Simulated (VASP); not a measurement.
Wanted: the native input for a VASP 6.6.1 run.

```
Task                   : single point
Functional             : PBE
Potentials or basis    : VASP PAW PBE potentials, release 64 (Cu, Mo_sv)
Cutoff                 : 520 eV
k mesh                 : 14 × 14 × 14
Occupations            : gaussian, width 0.1 eV
Spin                   : no spin polarisation
Dipole correction      : no
Further INCAR settings : ALGO = Normal; EDIFF = 1e-07; NBANDS = 25
```

The structure of Cu2Mo lies in POSCAR:

```
Cu2Mo
1.0
    0.0000000000      2.8157208617      2.8157208617
    2.8157208617      0.0000000000      2.8157208617
    2.8157208617      2.8157208617      0.0000000000
Cu Mo
2 1
Direct
    0.7500000000      0.7500000000      0.7500000000
    0.0000000000      0.0000000000      0.0000000000
    0.2500000000      0.2500000000      0.2500000000
```

The input as run:

INCAR

```
SYSTEM = Cu2Mo
  PREC = Accurate
  ENCUT = 520
  EDIFF = 1E-7
  ISMEAR = 0
  SIGMA = 0.1
  LREAL = .FALSE.
  LASPH = .TRUE.
  NELM = 100
  ALGO = Normal
  ISIF = 2
  LWAVE = .FALSE.
  LCHARG = .TRUE.
  GGA = PE
  LELF = .TRUE.
  LVHAR = .TRUE.
  NBANDS = 25
```

KPOINTS

```
Automatic mesh
0
G
  14 14 14
  0 0 0
```

Potentials or basis: VASP PAW PBE potentials, release 64 (Cu, Mo_sv).

The run is started by

```console
$ cat potpaw_PBE.64/Cu/POTCAR potpaw_PBE.64/Mo_sv/POTCAR > POTCAR
$ mpirun -np 1 vasp_std > vasp.out
```

Results of the run:

| Quantity | Value |
| --- | --- |
| Pressure | 0.4 GPa |
| Band gap on the k mesh | zero (band 18 reaches 8.36 eV, above the bottom of band 19 at 7.74 eV) |

It took 2.3 min on 1 thread of AMD EPYC 7R43 64-Core Processor (Zen 3) (shared host), peak memory 0.21 GiB.
